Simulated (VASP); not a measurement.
Here is a VASP 6.6.1 calculation.

File INCAR:

```
SYSTEM = CdTe
PREC = Accurate
ENCUT = 500
EDIFF = 1E-6
ISMEAR = 0
SIGMA = 0.01
LREAL = .FALSE.
LASPH = .TRUE.
NELM = 120
ALGO = Normal
ISIF = 2
LWAVE = .FALSE.
LCHARG = .FALSE.
GGA = PE
NBANDS = 16
GGA_COMPAT = .FALSE.
```

Contents of KPOINTS:

```
regular mesh
0
G
  5 5 5
  0 0 0
```

File POSCAR:

```
CdTe
1.0
    0.0000000000      3.1834892848      3.1834892848
    3.1834892848      0.0000000000      3.1834892848
    3.1834892848      3.1834892848      0.0000000000
Cd Te
1 1
Direct
    0.0000000000      0.0000000000      0.0000000000
    0.2500000000      0.2500000000      0.2500000000
```

Potentials or basis: VASP PAW PBE potentials, release 64 (Cd, Te).

The run is started by

```console
$ cat potpaw_PBE.64/Cd/POTCAR potpaw_PBE.64/Te/POTCAR > POTCAR
$ mpirun -np 1 vasp_std > vasp.out
```

(1) What does it give for the band gap on the k mesh?

(2) Predict the pressure.

## Answers

(1) 0.93 eV, direct.

(2) 5.6 GPa.

Caveat: spin-orbit coupling is left out, which moves the levels of the heavy elements.
